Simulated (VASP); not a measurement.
## Lu: relaxation of volume and atoms at fixed shape with PBEsol

Crystal: Lu.

```
CELL_PARAMETERS angstrom
3.50310 0.00000 0.00000
-1.75155 3.03377 0.00000
0.00000 0.00000 5.55090
ATOMIC_POSITIONS crystal
Lu 0.33333 0.66667 0.25000
Lu 0.66667 0.33333 0.75000
```

```yaml
Program: VASP 6.6.1
Task: relaxation of volume and atoms at fixed shape
Functional: PBEsol
Potentials_or_basis: VASP PAW PBE potentials, release 64 (Lu)
Cutoff: 600 eV
k_mesh: 7 × 7 × 4
Occupations: methfessel-paxton, width 0.05 eV
Spin: no spin polarisation
Dipole_correction: no
Further_INCAR_settings: ALGO = Normal; EDIFF = 1e-07; IBRION = 2; EDIFFG = -0.01; NSW = 80; ISIF = 8
```

```json
{"Relaxed volume": "27.60 Å³/atom", "Relaxed cell": "a = 3.427 Å, b = 3.427 Å, c = 5.430 Å, α = 90.00°, β = 90.00°, γ = 120.00°", "Space group after relaxing (to 0.1 Å)": "P6_3/mmc (No. 194)", "Energy gained by relaxing": "19.5 meV/atom", "Ionic steps": "3", "Pressure after relaxing": "0.0 GPa", "Band gap on the k mesh": "zero (bands 25 and 26 overlap by 1.72 eV)"}
```

Stress tensor (GPa, compression positive):
```
 0.60  0.00  0.00
 0.00  0.60  0.00
 0.00  0.00 -1.20
```

Step by step:
| step | energy change (eV) | largest force (eV/Å) | pressure (GPa) | volume (Å³) |
| --- | --- | --- | --- | --- |
| 1 | 0.0000 | 0.0000 | -3.16 | 58.99 |
| 2 | -0.0357 | 0.0000 | 1.05 | 54.17 |
| 3 | -0.0391 | 0.0000 | 0.00 | 55.21 |

Final structure:
```
Lu
1.0
     3.42651    0.00000    0.00000
    -1.71326    2.96745    0.00000
     0.00000    0.00000    5.42954
Lu
2
Direct
  0.33333 0.66667 0.25000
  0.66667 0.33333 0.75000
```

Levels at points of the mesh, in eV from the Fermi level:
| k point | band 21 | band 22 | band 23 | band 24 | band 25 | band 26 | band 27 | band 28 |
| --- | --- | --- | --- | --- | --- | --- | --- | --- |
| (0.00, 0.00, 0.00) | -4.75 | -4.73 | -4.73 | -2.54 | 0.77 | 2.24 | 2.24 | 2.55 |
| (0.00, 0.00, 0.50) | -4.73 | -4.73 | -4.45 | -4.45 | 1.17 | 1.17 | 2.16 | 2.16 |

Run time: 4.6 min on 1 thread of Intel Xeon 8259CL, on a shared host, peak memory 0.23 GiB.

Caveat: the PAW data sets were made with another functional, which shifts forces and pressure a little; spin-orbit coupling is left out, which moves the levels of the heavy elements.
